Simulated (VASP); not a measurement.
TiAl:

```
Ti Al
1.0
     2.92025    0.00000    0.00000
    -1.46013    2.52901    0.00000
     0.00000    0.00000    4.76673
Ti Al
1 1
Direct
  0.00000 0.00000 0.00000
  0.33333 0.66667 0.50000
```

Base run:

| Quantity | Value |
| --- | --- |
| Program | VASP 6.6.1 |
| Functional | LDA |
| Potentials or basis | VASP PAW LDA potentials, release 64 (Ti_sv, Al) |
| Cutoff | 520 eV |
| k mesh | 21 × 21 × 12 |
| Occupations | gaussian, width 0.15 eV |
| Spin | collinear spin, ferromagnetic start |
| Starting moments | [0.375, 0.0] μB |
| Fixed moment | 0.375 μB |

Its results: pressure -10.6 GPa; site moments Ti +0.22; Al +0.01 μB.

Q: The run is repeated on the same cell with these changes: fixed moment from 0.375 μB to 0.875 μB; moments at the start from [0.38, 0.0] to [0.88, 0.0]. What comes out?

A: Pressure -10.1 GPa; site moments Ti +0.54; Al +0.02 μB.

Caveats: the total moment is fixed, so each spin has its own Fermi level.
